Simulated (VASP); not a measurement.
Write the native input for VASP 6.6.1 that does the following.

```
Task                   : single point
Functional             : r2SCAN
Potentials or basis    : VASP PAW PBE potentials, release 64 (As)
Cutoff                 : 520 eV
k mesh                 : 7 × 7 × 7
Occupations            : fermi-dirac, width 0.05 eV
Spin                   : no spin polarisation
Dipole correction      : no
Further INCAR settings : ALGO = Normal; EDIFF = 1e-07; NBANDS = 8
```

Crystal: As.

```
As
1.0
     2.70882    0.00000    0.00000
     0.00000    2.70882    0.00000
     0.00000    0.00000    2.70882
As
1
Direct
  0.00000 0.00000 0.00000
```

These files were run (other wordings do the same):

POSCAR

```
As
1.0
    2.7088175467      0.0000000000      0.0000000000
    0.0000000000      2.7088175467      0.0000000000
    0.0000000000      0.0000000000      2.7088175467
As
1
Direct
    0.0000000000      0.0000000000      0.0000000000
```

INCAR.step1

```
SYSTEM = As
ALGO = Normal ; EDIFF = 1E-4
ENCUT = 520 ; GGA = PE
ISMEAR = -1 ; LASPH = .True.
LCHARG = .False. ; LREAL = .False.
LWAVE = .True. ; NBANDS = 8
NELM = 80 ; PREC = Accurate
SIGMA = 0.05
```

INCAR.step2

```
SYSTEM = As
ALGO = Normal ; EDIFF = 1E-7
ENCUT = 520 ; ISIF = 2
ISMEAR = -1 ; ISTART = 1
LASPH = .True. ; LCHARG = .False.
LMIXTAU = .True. ; LREAL = .False.
LWAVE = .False. ; METAGGA = R2SCAN
NBANDS = 8 ; NELM = 80
PREC = Accurate ; SIGMA = 0.05
```

KPOINTS

```
k-points
0
Gamma
  7 7 7
  0 0 0
```

Potentials or basis: VASP PAW PBE potentials, release 64 (As).

Command:

```console
$ cat potpaw_PBE.64/As/POTCAR > POTCAR
$ cp INCAR.step1 INCAR
$ mpirun -np 1 vasp_std > vasp.out
$ cp INCAR.step2 INCAR
$ mpirun -np 1 vasp_std > vasp.out
```

It gave:

```json
{
 "Pressure": "0.0 GPa"
}
```

Caveat: the PAW data sets were made with another functional, which shifts forces and pressure a little.

It took 18 s on 1 thread of AMD EPYC 7R43 64-Core Processor (Zen 3) (shared host), peak memory 0.09 GiB.
